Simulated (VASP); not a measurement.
Write the native input for VASP 6.6.1 that does the following.

```
Task                   : relaxation of cell and atoms
Functional             : PBE
Potentials or basis    : VASP PAW PBE potentials, release 64 (Sn_d, Se)
Cutoff                 : 600 eV
k mesh                 : 6 × 6 × 6
Occupations            : gaussian, width 0.1 eV
Spin                   : no spin polarisation
Dipole correction      : no
Further INCAR settings : ALGO = Normal; EDIFF = 1e-06; IBRION = 2; EDIFFG = -0.04; NSW = 90; ISIF = 3
```

The structure of SnSe2 lies in POSCAR:

```
SnSe2
1.0
    0.0000000000      3.2975233277      5.0042566430
    2.3136415405      0.0000000000      5.0042566430
    2.3136415405      3.2975233277      0.0000000000
Sn Se
1 2
Direct
    0.0000000000      0.0000000000      0.0000000000
    0.3197235636      0.3197235636      0.6802764364
    0.6802764364      0.6802764364      0.3197235636
```

The cell was generated, and may not be a known phase.

One way to write it, as run:

INCAR

```
SYSTEM = SnSe2
PREC = Accurate
ENCUT = 600
EDIFF = 1E-6
ISMEAR = 0
SIGMA = 0.1
LREAL = .FALSE.
LASPH = .TRUE.
NELM = 100
ALGO = Normal
ISIF = 3
LWAVE = .FALSE.
LCHARG = .FALSE.
GGA = PE
IBRION = 2
NSW = 90
EDIFFG = -0.04
```

KPOINTS

```
regular mesh
0
G
  6 6 6
  0 0 0
```

Potentials or basis: VASP PAW PBE potentials, release 64 (Sn_d, Se).

Command:

```sh
$ cat potpaw_PBE.64/Sn_d/POTCAR potpaw_PBE.64/Se/POTCAR > POTCAR
$ mpirun -np 1 vasp_std > vasp.out
```

Results of the run:

- Relaxed volume: 24.25 Å³/atom
- Relaxed cell: a = 6.230 Å, b = 5.917 Å, c = 3.717 Å, α = 76.84°, β = 67.64°, γ = 35.52°
- Space group after relaxing (to 0.1 Å): Fmmm (No. 69)
- Energy gained by relaxing: 61.2 meV/atom
- Ionic steps: 16
- Pressure after relaxing: -0.1 GPa
- Largest force after relaxing: 0.020 eV/Å
- Band gap on the k mesh: zero (bands 13 and 14 overlap by 2.50 eV)

Caveat: spin-orbit coupling is left out, which moves the levels of the heavy elements.

Run time: 5.5 min on 1 thread of Intel(R) Xeon(R) 6975P-C (Granite Rapids), on a shared host, peak memory 0.32 GiB.
